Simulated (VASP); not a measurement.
# W (I4/mmm) in VASP: notebook

W is run at these levels: PBEsol; tasks: single point.

Everything below comes from runs of VASP 6.6.1. Logs are shortened: lines on timing, memory, paths and dates and some standing lists are left out, and cuts for length are marked.

### 1 The cell of the first run

The structure is tetragonal, space group I4/mmm (No. 139). The conventional cell has a = 2.957 Å, b = 2.957 Å, c = 4.121 Å, α = 90.00°, β = 90.00°, γ = 90.00°. W (site symmetry 4/mmm) has 12 W at 2.94 to 2.96 Å within 3.9 Å.

### 2 Single point, PBEsol (strain +0.030 along x and y, +0.015 along z)

Contents of INCAR:

```
PREC     = Accurate       # precision mode
ENCUT    = 520            # plane-wave cutoff, eV
EDIFF    = 1E-6           # SCF threshold, eV
ISMEAR   = 0              # smearing method
SIGMA    = 0.15           # smearing width, eV
LREAL    = F              # projectors in reciprocal space
LASPH    = T              # aspherical terms in the spheres
NELM     = 80             # most SCF steps
ALGO     = Fast           # electronic algorithm
ISIF     = 2              # what is computed and relaxed
LWAVE    = F              # write WAVECAR
LCHARG   = F              # write CHGCAR
GGA      = PS             # functional
NBANDS   = 13             # bands
```

Contents of KPOINTS:

```
Automatic mesh
0
Gamma
  20 20 20
```

Contents of POSCAR:

```
W
1.0
    0.0000000000      2.0909000000      2.0604500000
    2.0909000000      0.0000000000      2.0604500000
    2.0909000000      2.0909000000      0.0000000000
W
1
Direct
    0.0000000000      0.0000000000      0.0000000000
```

Potentials or basis: VASP PAW PBE potentials, release 64 (W_sv).

Launch:

```console
$ cat potpaw_PBE.64/W_sv/POTCAR > POTCAR
$ mpirun -np 1 vasp_std > vasp.out
```

OUTCAR:

```text
PREC = Accurate
   ENCUT = 520
   EDIFF = 1E-6
   ISMEAR = 0
   LREAL = F
   LASPH = T
   NELM = 80
   ISIF = 2
   GGA = PS

 ion  position               nearest neighbor table
   1  0.000  0.000  0.000-

  LATTYP: Found a body centered tetragonal cell.
 ALAT       =     2.9569791376
 C/A-ratio  =     1.3936182192

  Lattice vectors:

 A1 = (   0.0000000000,  -2.0909000000,  -2.0604500000)
 A2 = (   0.0000000000,   2.0909000000,  -2.0604500000)
 A3 = (   2.0909000000,   0.0000000000,   2.0604500000)

Analysis of symmetry for initial positions (statically):
=====================================================================
 Subroutine PRICEL returns:
 Original cell was already a primitive cell.

 Routine SETGRP: Setting up the symmetry group for a
 body centered tetragonal supercell.

 Subroutine GETGRP returns: Found 16 space group operations
 (whereof 16 operations were pure point group operations)
 out of a pool of 16 trial point group operations.

The static configuration has the point symmetry D_4h.

Analysis of symmetry for dynamics (positions and initial velocities):
=====================================================================
 Subroutine PRICEL returns:
 Original cell was already a primitive cell.

 Routine SETGRP: Setting up the symmetry group for a
 body centered tetragonal supercell.

 Subroutine GETGRP returns: Found 16 space group operations
 (whereof 16 operations were pure point group operations)
 out of a pool of 16 trial point group operations.

The dynamic configuration has the point symmetry D_4h.

 Subroutine INISYM returns: Found 16 space group operations
 (whereof 16 operations are pure point group operations),
 and found     1 'primitive' translations

----------------------------------------------------------------------------------------

                                     Primitive cell

  volume of cell :      18.0160

  direct lattice vectors                    reciprocal lattice vectors
     0.000000000  2.090900000  2.060450000    -0.239131474  0.239131474  0.242665437
     2.090900000  0.000000000  2.060450000     0.239131474 -0.239131474  0.242665437
     2.090900000  2.090900000  0.000000000     0.239131474  0.239131474 -0.242665437

  length of vectors
     2.935526701  2.935526701  2.956979138     0.416238199  0.416238199  0.416238199

  position of ions in fractional coordinates (direct lattice)
     0.000000000  0.000000000  0.000000000

  ion indices of the primitive-cell ions
   primitive index   ion index
                 1           1

----------------------------------------------------------------------------------------

 KPOINTS: Automatic mesh

Automatic generation of k-mesh.
 Grid dimensions read from file:
 generate k-points for:   20   20   20

 Generating k-lattice:

  Cartesian coordinates                     Fractional coordinates (reciprocal lattice)
    -0.011956574  0.011956574  0.012133272     0.050000000 -0.000000000  0.000000000
     0.011956574 -0.011956574  0.012133272    -0.000000000  0.050000000  0.000000000
     0.011956574  0.011956574 -0.012133272     0.000000000  0.000000000  0.050000000

  Length of vectors
     0.020811910  0.020811910  0.020811910

  Shift w.r.t. Gamma in fractional coordinates (k-lattice)
     0.000000000  0.000000000  0.000000000

 Subroutine IBZKPT returns following result:
 ===========================================

 Found    641 irreducible k-points:

 Following reciprocal coordinates:
            Coordinates               Weight
  0.000000  0.000000  0.000000      1.000000
  0.050000  0.000000  0.000000      8.000000
  0.100000  0.000000  0.000000      8.000000
  0.150000  0.000000  0.000000      8.000000
  0.200000  0.000000  0.000000      8.000000
  0.250000  0.000000  0.000000      8.000000
[... 16 lines left out ...]
 -0.400000  0.050000  0.000000      8.000000
 -0.350000  0.050000  0.000000      8.000000
 [... further k-points ...]
   k-points           NKPTS =    641   k-points in BZ     NKDIM =    641   number of bands    NBANDS=     13
   number of dos      NEDOS =    301   number of ions     NIONS =      1
   total plane-waves  NPLWV =  13824
   dimension x,y,z NGX =    24 NGY =   24 NGZ =   24
   dimension x,y,z NGXF=    48 NGYF=   48 NGZF=   48
   ions per type =               1
   NGX,Y,Z   is equivalent  to a cutoff of  13.59, 13.59, 13.49 a.u.
   NGXF,Y,Z  is equivalent  to a cutoff of  27.18, 27.18, 26.99 a.u.
 SYSTEM =  unknown system
   PREC   = accura    normal or accurate (medium, high low for compatibility)
   ISTART =      0    job   : 0-new  1-cont  2-samecut
   ICHARG =      2    charge: 1-file 2-atom 10-const
   ISPIN  =      1    spin polarized calculation?
   LNONCOLLINEAR =      F non collinear calculations
   LSORBIT =      F    spin-orbit coupling
   LASPH  =      T    aspherical Exc in radial PAW
   ENCUT  =  520.0 eV  38.22 Ry    6.18 a.u.   5.46  5.46  5.50*2*pi/ulx,y,z
   NELM   =     80;   NELMIN=  2; NELMDL= -5     # of ELM steps
   EDIFF  = 0.1E-05   stopping-criterion for ELM
   LREAL  =      F    real-space projection
   EDIFFG = 0.1E-04   stopping-criterion for IOM
   NSW    =      0    number of steps for IOM
   IBRION =     -1    ionic relax: 0-MD 1-quasi-New 2-CG
   NFREE  =      0    steps in history (QN), initial steepest desc. (CG)
   ISIF   =      2    stress and relaxation
   ISYM   =      2    0-nonsym 1-usesym 2-fastsym
   POTIM  = 0.5000    time-step for ionic-motion
   TEBEG  =    0.0;   TEEND  =   0.0 temperature during run
   PSTRESS=    0.0 pullay stress
   NELECT =      14.0000    total number of electrons
   NUPDOWN=      -1.0000    fix difference up-down
   EMIN   =  10.00;   EMAX   =-10.00  energy-range for DOS
   EFERMI =   0.00;   METHOD = LEGACY
   ISMEAR =     0;   SIGMA  =   0.15  broadening in eV -4-tet -1-fermi 0-gaus
   EFERMI_NEDOS =   21; number of points for ismear=-14 and -15
   IALGO  =     68    algorithm
   IMIX   =      4    mixing-type and parameters
     AMIX     =   0.40;   BMIX     =  1.00
     AMIX_MAG =   1.60;   BMIX_MAG =  1.00
  volume/ion in A,a.u.               =      18.02       121.58
  Fermi-wavevector in a.u.,A,eV,Ry     =   1.505098  2.844222 30.821530  2.265319
  Thomas-Fermi vector in A             =   2.615991
   LORBIT       =      0    0 simple, 1 ext, 2 COOP (PROOUT), +10 PAW based schemes
   GGA     = PS    functional components
   LHFCALC =     F    Hartree Fock is set to
   AEXX    =    0.0000 exact exchange contribution
   IVDW    =     0    specifies the selected vdW correction
   LEPSILON=     F    determine dielectric tensor
   LRPA    =     F    only Hartree local field effects (RPA)
 non-spin polarized calculation
 RMM-DIIS sequential band-by-band and
 Gauss-broadening in eV      SIGMA  =   0.15
  energy-cutoff  :      520.00
  volume of cell :       18.02
 maximum number of plane-waves:       518
 NGX is ok and might be reduce to    24
   NGX = 11   NGY = 11   NGZ = 11

 number of electron      13.9999999 magnetization

 Free energy of the ion-electron system (eV)
  ---------------------------------------------------
  ext. energy  EPLUGINS =         0.00000000
  ---------------------------------------------------
  free energy    TOTEN  =       -13.12526215 eV

  energy without entropy =      -13.10880918  energy(sigma->0) =      -13.11703567

 E-fermi :   9.0943     XC(G=0): -13.0437

 val. band max:        9.0916872331   @ k =  -0.1500   0.1000   0.0500
 cond. band min:       9.0952138327   @ k =  -0.3500   0.0500   0.1500
 fundamental gap:      0.0035265996
 Fermi energy:         9.0943082389

 k-point     1 :       0.0000    0.0000    0.0000
  band No.  band energies     occupation
      1     -64.7426      2.00000
      2     -28.4700      2.00000
      3     -28.4700      2.00000
      4     -28.4590      2.00000
      5       0.5777      2.00000
      6       8.5685      2.00000
      7       8.5685      2.00000
      8       8.7390      1.99919
      9      11.2158      0.00000
     10      11.4632      0.00000
     11      21.7888      0.00000
     12      26.3714      0.00000
     13      26.3714      0.00000

 k-point     2 :       0.0500    0.0000    0.0000
  band No.  band energies     occupation
      1     -64.7409      2.00000
      2     -28.4889      2.00000
      3     -28.4731      2.00000
      4     -28.4643      2.00000
      5       0.6767      2.00000
      6       8.5217      2.00000
      7       8.6146      1.99999
      8       8.7573      1.99852
      9      11.1787      0.00000
     10      11.4203      0.00000
     11      21.9858      0.00000
     12      25.9927      0.00000
     13      26.5525      0.00000

 k-point     3 :       0.1000    0.0000    0.0000
  band No.  band energies     occupation
      1     -64.7360      2.00000
      2     -28.5503      2.00000
      3     -28.4819      2.00000
      4     -28.4727      2.00000
      5       0.9664      2.00000
      6       8.3403      2.00000
      7       8.7376      1.99923
      8       8.8633      1.97059
      9      11.0925      0.00000
     10      11.3155      0.00000
     11      22.5319      0.00000
     12      25.0301      0.00000
     13      27.0818      0.00000
[... 305 lines left out ...]
 k-point    23 :      -0.4000    0.0500    0.0000
  band No.  band energies     occupation
      1     -64.6773      2.00000
      2     -29.2403      2.00000
      3     -28.5828      2.00000
      4     -28.5821      2.00000
      5       3.9790      2.00000
      6       8.4586      2.00000
      7       8.4905      2.00000
      8       8.8730      1.96311
      9      12.9258      0.00000
     10      13.4502      0.00000
     11      18.8354      0.00000
     12      22.0785      0.00000
     13      27.1163      0.00000

 k-point    24 :      -0.3500    0.0500    0.0000
  band No.  band energies     occupation
      1     -64.6842      2.00000
      2     -29.1623      2.00000
      3     -28.5743      2.00000
      4     -28.5678      2.00000
      5       3.8030      2.00000
      6       8.2014      2.00000
      7       8.6203      1.99999
      8       8.6884      1.99987
      9      12.3353      0.00000
     10      13.0346      0.00000
     11      19.7894      0.00000
     12      22.8883      0.00000
     13      27.9290      0.00000

 [... further k-points ...]
[... 5 lines left out ...]
  --------------------------------------------------------------------------------------
  -------------------------------------------------------------------------------------
  Total       -2.9754726     -2.9754726     -3.4709517      0.0000000     -0.0000000      0.0000000
  in kB     -264.6110275   -264.6110275   -308.6743527      0.0000000     -0.0000000      0.0000000
  external PRESSURE =    -279.2988026 kB  Pullay stress =       0.0000000 kB

 VOLUME and BASIS-vectors are now :
 -----------------------------------------------------------------------------
  energy-cutoff  :      520.00
  volume of cell :       18.02
      direct lattice vectors                 reciprocal lattice vectors
     0.000000000  2.090900000  2.060450000    -0.239131474  0.239131474  0.242665437
     2.090900000  0.000000000  2.060450000     0.239131474 -0.239131474  0.242665437
     2.090900000  2.090900000  0.000000000     0.239131474  0.239131474 -0.242665437

 POSITION                                       TOTAL-FORCE (eV/Angst)
 -----------------------------------------------------------------------------------
      0.00000      0.00000      0.00000         0.000000      0.000000      0.000000
 -----------------------------------------------------------------------------------
    total drift:                               -0.000000     -0.000000     -0.000000

  FREE ENERGIE OF THE ION-ELECTRON SYSTEM (eV)
  ---------------------------------------------------
  free  energy   TOTEN  =       -13.1252621532 eV

  energy  without entropy=      -13.1088091785  energy(sigma->0) =      -13.11703567
```

It took 43 s on 1 thread of Intel Xeon 6975P-C (Granite Rapids), shared host; peak memory 0.26 GiB.

Results:

```
Free energy            : -13.1253 eV
Pressure               : -27.9 GPa
Band gap on the k mesh : zero (band 7 reaches 11.88 eV, above the bottom of band 8 at 8.63 eV)
```

Stress tensor (GPa, compression positive):
```
-26.46   0.00   0.00
  0.00 -26.46   0.00
  0.00   0.00 -30.87
```

Levels at points of the mesh, in eV from the Fermi level:
| k point | band 4 | band 5 | band 6 | band 7 | band 8 | band 9 | band 10 | band 11 |
| --- | --- | --- | --- | --- | --- | --- | --- | --- |
| (0.00, 0.00, 0.00) | -37.55 | -8.52 | -0.53 | -0.53 | -0.36 | 2.12 | 2.37 | 12.69 |
| (0.50, 0.00, 0.00) | -37.66 | -5.13 | -0.76 | -0.56 | 0.42 | 4.35 | 4.47 | 8.94 |
| (0.50, 0.50, 0.00) | -37.88 | -4.87 | -4.00 | 2.78 | 4.35 | 5.06 | 5.06 | 10.82 |
| (0.50, 0.00, 0.50) | -37.85 | -4.89 | -3.96 | 2.51 | 4.37 | 4.94 | 5.14 | 10.95 |

Caveat: the cell differs from its parent crystal (strain +0.030 along x and y, +0.015 along z); the PAW data sets were made with another functional, which shifts forces and pressure a little; spin-orbit coupling is left out, which moves the levels of the heavy elements.

### 3 Single point, PBEsol (strain -0.030 along x and y, +0.000 along z)

Contents of INCAR:

```
SYSTEM = W
PREC = Accurate
ENCUT = 520
EDIFF = 1E-6
ISMEAR = 0
SIGMA = 0.15
LREAL = .False.
LASPH = .True.
NELM = 80
ALGO = Normal
ISIF = 2
LWAVE = .False.
LCHARG = .False.
GGA = PS
NBANDS = 13
```

Contents of KPOINTS:

```
regular mesh
0
Gamma
  20 20 20
  0 0 0
```

Contents of POSCAR:

```
W
1.0
    0.0000000000      1.9691000000      2.0300000000
    1.9691000000      0.0000000000      2.0300000000
    1.9691000000      1.9691000000      0.0000000000
W
1
Direct
    0.0000000000      0.0000000000      0.0000000000
```

Potentials or basis: VASP PAW PBE potentials, release 64 (W_sv).

Launch:

```console
$ cat potpaw_PBE.64/W_sv/POTCAR > POTCAR
$ mpirun -np 1 vasp_std > vasp.out
```

It took 33 s on 1 thread of Intel Xeon 6975P-C (Granite Rapids), shared host; peak memory 0.24 GiB.

It converged, with:

| Property | Result |
| --- | --- |
| Free energy | -13.3202 eV |
| Pressure | 5.3 GPa |
| Band gap on the k mesh | zero (band 7 reaches 14.42 eV, above the bottom of band 8 at 10.42 eV) |

Stress tensor (GPa, compression positive):
```
 2.38  0.00  0.00
 0.00  2.38  0.00
 0.00  0.00 11.16
```

Levels at points of the mesh, in eV from the Fermi level:
```tsv
k point	band 4	band 5	band 6	band 7	band 8	band 9	band 10	band 11
(0.00, 0.00, 0.00)	-37.14	-9.25	-0.92	-0.49	-0.49	2.33	2.98	12.86
(0.50, 0.00, 0.00)	-37.29	-5.87	-1.13	-0.65	0.76	5.18	5.45	10.90
(0.50, 0.50, 0.00)	-37.57	-5.84	-4.76	2.87	5.32	6.08	6.08	12.39
(0.50, 0.00, 0.50)	-37.62	-5.82	-4.84	3.49	5.23	5.85	6.38	11.67
```

Caveat: the cell differs from its parent crystal (strain -0.030 along x and y, +0.000 along z); the PAW data sets were made with another functional, which shifts forces and pressure a little; spin-orbit coupling is left out, which moves the levels of the heavy elements.
